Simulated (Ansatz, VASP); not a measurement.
## K in VASP and in Ansatz

```
CELL_PARAMETERS angstrom
4.56907 0.00000 0.00000
-2.28453 3.95693 0.00000
0.00000 0.00000 7.43984
ATOMIC_POSITIONS crystal
K 0.33333 0.66667 0.25000
K 0.66667 0.33333 0.75000
```

Alike in both runs: task single point; functional LDA; k mesh 9 × 9 × 5; occupations fermi-dirac, width 0.1 eV; no spin polarisation.

|  | VASP | Ansatz |
| --- | --- | --- |
| version | VASP 6.6.1 | Ansatz 0.2.0 |
| potentials or method | VASP PAW LDA potentials, release 64 (K_sv), cutoff 520 eV | plane waves (420 eV) with PAW, scalar-relativistic |
| valence electrons in the cell | 18 | 18 |

```csv
,VASP,Ansatz,Ansatz less VASP
pressure (GPa),-0.2,-0.2,+0.02
"traceless stress, the component that is largest in VASP (GPa)",0.05,0.05,0.000
```

Ansatz warns that its potentials were made for another functional, while VASP's fit it. LDA's correlation is that of Perdew and Zunger in VASP and of Perdew and Wang (1992) in Ansatz.
